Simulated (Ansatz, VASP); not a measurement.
**Two plane-wave programs on Ta**

```
Ta
1.0
     4.62002    0.00000    0.00000
    -2.31001    4.00106    0.00000
     0.00000    0.00000    4.71520
Ta
4
Cartesian
  0.0000 0.0000 1.1788
  0.0000 0.0000 3.5364
  0.0000 2.6674 3.5364
  2.3100 1.3337 1.1788
```

Alike in both runs: task relaxation of cell and atoms; functional r2SCAN; k mesh 6 × 6 × 4; occupations gaussian, width 0.1 eV; no spin polarisation.

|  | VASP | Ansatz |
| --- | --- | --- |
| version | VASP 6.6.1 | Ansatz 0.2.0 |
| potentials or method | VASP PAW PBE potentials, release 64 (Ta_pv), cutoff 600 eV | scalar-relativistic, plane waves, PAW |
| valence electrons in the cell | 44 | 52 |

```tsv
	VASP	Ansatz	Ansatz less VASP
gap on the k mesh at the Fermi level, each at its own relaxed structure (eV)	none	none	-
relaxed volume (Å³/atom)	22.11	22.07	-0.045
relaxed length of the cell vector where the two differ most in proportion (Å)	4.791	4.776	-0.0145
```

VASP's potentials were made for PBE, not for r2SCAN. A gap of «none» marks a metal or a gap that the smearing closes. VASP's potentials hold 44 valence electrons a cell and Ansatz's 52, so a difference there can come from the potentials and not from the codes.

Spin-orbit coupling is off throughout.
